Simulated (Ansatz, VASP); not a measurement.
# Te3Pb4Se: VASP beside Ansatz

```
Te Pb Se
1.0
     4.59507   -6.48029   -0.17363
     4.59507    6.48029   -0.17363
    -4.42018    0.00000    4.81391
Te Pb Se
3 4 1
Direct
  0.24283 0.74275 0.48523
  0.74275 0.24283 0.48523
  0.99445 0.99445 0.98864
  0.03243 0.03243 0.53407
  0.25847 0.74303 0.00097
  0.50236 0.50236 0.53381
  0.74303 0.25847 0.00097
  0.48584 0.48584 0.97113
```

Change from the starting cell: the structure that the rattled cell fell into.

Alike in both runs: functional PBE; k mesh 6 × 6 × 6; occupations gaussian, width 0.02 eV; no spin polarisation.

Ansatz relaxed the structure, and its values are those at the end. VASP's run is a single point on that final structure, the one shown.

|  | VASP | Ansatz |
| --- | --- | --- |
| version | VASP 6.6.1 | Ansatz 0.2.0 |
| potentials or method | VASP PAW PBE potentials, release 64 (Te, Pb_d, Se), cutoff 520 eV | scalar-relativistic, plane waves, PAW |
| valence electrons in the cell | 80 | 120 |

Ansatz gave:

| Item | Value |
| --- | --- |
| gap on the k mesh at the Fermi level (eV) | 0.63 |
| least direct gap on the mesh (eV) | 0.63 |
| pressure (GPa) | 0.0 |
| rms of the force components (eV/Å) | 0.003 |

Task: What did VASP give for the same quantities?

Result: gap on the k mesh at the Fermi level (eV): 0.63; least direct gap on the mesh (eV): 0.63; pressure (GPa): -0.1; rms of the force components (eV/Å): 0.002.

VASP's potentials hold 80 valence electrons a cell and Ansatz's 120, so a difference there can come from the potentials and not from the codes.

Spin-orbit coupling is off throughout.
